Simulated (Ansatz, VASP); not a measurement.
Al3P2 in VASP and in Ansatz

```xyz
5
Lattice="3.7724 0.0000 0.0000 0.0000 3.7724 0.0000 0.0000 0.0000 5.5563" Properties=species:S:1:pos:R:3 pbc="T T T"
Al    1.8862    0.0000    5.5200
Al    0.0000    1.8862    5.5200
Al    0.0000    0.0000    1.5121
P     0.0000    0.0000    4.0068
P     1.8862    1.8862    1.6103
```

Change from the starting cell: species swapped into the Cu3Te2 type (P4mm, No. 99).

Alike in both runs: task single point; functional PBE; k mesh 4 × 4 × 4; occupations gaussian, width 0.1 eV; no spin polarisation.

```csv
,VASP,Ansatz
version,VASP 6.6.1,Ansatz 0.2.0
potentials or method,"VASP PAW PBE potentials, release 64 (Al, P), cutoff 520 eV","scalar-relativistic, plane waves, PAW"
valence electrons in the cell,19,19
```

```csv
,VASP,Ansatz,Ansatz less VASP
gap on the k mesh at the Fermi level (eV),none,none,-
pressure (GPa),17.2,17.4,+0.11
"traceless stress, the component that is largest in VASP (GPa)",-2.84,-2.83,+0.011
rms of the force components (eV/Å),1.306,1.308,+0.0021
```

Atom by atom the forces differ by 0.007 eV/Å (rms over components). A gap of «none» marks a metal or a gap that the smearing closes.

The k mesh is coarse, so the values compare programs but aren't converged.
